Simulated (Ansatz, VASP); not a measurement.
## Two plane-wave programs on MgS

```
CELL_PARAMETERS angstrom
0.00000 2.60440 2.60440
2.60440 0.00000 2.60440
2.60440 2.60440 0.00000
ATOMIC_POSITIONS crystal
Mg 0.00000 0.00000 0.00000
S 0.50000 0.50000 0.50000
```

Alike in both runs: task relaxation of cell and atoms; functional LDA; k mesh 6 × 6 × 6; occupations gaussian, width 0.02 eV; no spin polarisation.

```csv
,VASP,Ansatz
version,VASP 6.6.1,Ansatz 0.2.0
potentials or method,"VASP PAW LDA potentials, release 64 (Mg, S), cutoff 600 eV","scalar-relativistic, plane waves, PAW"
valence electrons in the cell,8,16
```

|  | VASP | Ansatz | Ansatz less VASP |
| --- | --- | --- | --- |
| gap on the k mesh at the Fermi level, each at its own relaxed structure (eV) | 2.66 | 2.65 | -0.014 |
| relaxed volume (Å³/atom) | 16.76 | 16.88 | +0.118 |
| relaxed cell length with the largest relative difference (Å) | 3.619 | 3.628 | +0.0085 |

Ansatz warns that its potentials were made for another functional, while VASP's fit it. LDA's correlation is that of Perdew and Zunger in VASP and of Perdew and Wang (1992) in Ansatz. VASP's potentials hold 8 valence electrons a cell and Ansatz's 16, so a difference there can come from the potentials and not from the codes.
